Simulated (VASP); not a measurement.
Input of a VASP 6.6.1 run:

INCAR

```
  ALGO = Normal
  EDIFF = 1E-7
  EDIFFG = -0.08
  ENCUT = 750
  GGA = PE
  GGA_COMPAT = F
  IBRION = 2
  ISIF = 3
  ISMEAR = 0
  LASPH = T
  LCHARG = F
  LREAL = F
  LWAVE = F
  NELM = 120
  NELMIN = 4
  NSW = 36
  PREC = Accurate
  SIGMA = 0.15
```

Contents of KPOINTS:

```
k-points
0
Gamma
  4 4 4
```

File POSCAR:

```
LiPS3
1.0
   -2.1849193500      2.1849193500      5.0664376600
    2.1849193500     -2.1849193500      5.0664376600
    2.1849193500      2.1849193500     -5.0664376600
Li P S
1 1 3
Direct
    0.9856503600      0.9856503600      0.0000000000
    0.6359546800      0.6359546800      0.0000000000
    0.7409058900      0.2409058900      0.5000000000
    0.2409058900      0.7409058900      0.5000000000
    0.3965832000      0.3965832000      0.0000000000
```

Potentials or basis: VASP PAW PBE potentials, release 64 (Li_sv, P, S).

Command:

```bash
$ cat potpaw_PBE.64/Li_sv/POTCAR potpaw_PBE.64/P/POTCAR potpaw_PBE.64/S/POTCAR > POTCAR
$ mpirun -np 1 vasp_std > vasp.out
```

Task: Estimate the relaxed cell.

Result: a = 6.949 Å, b = 6.949 Å, c = 6.949 Å, α = 144.76°, β = 144.76°, γ = 50.69°.

Task: Estimate the space group after relaxing (to 0.1 Å).

Result: I4mm (No. 107).

Task: Estimate the band gap on the k mesh.

Result: Zero (bands 13 and 14 overlap by 1.99 eV).

Forces on the atoms (eV/Å):
```
Li   0.000  0.000 -0.017
P    0.000  0.000  0.012
S    0.000  0.000  0.011
S    0.000  0.000  0.011
S    0.000  0.000 -0.017
```

Caveat: the k points lie up to 0.39 Å⁻¹ apart in the final cell, too coarse for converged energies and pressures of a metal; a cell axis changed by over 15 % at a fixed basis, so the end point is rough.
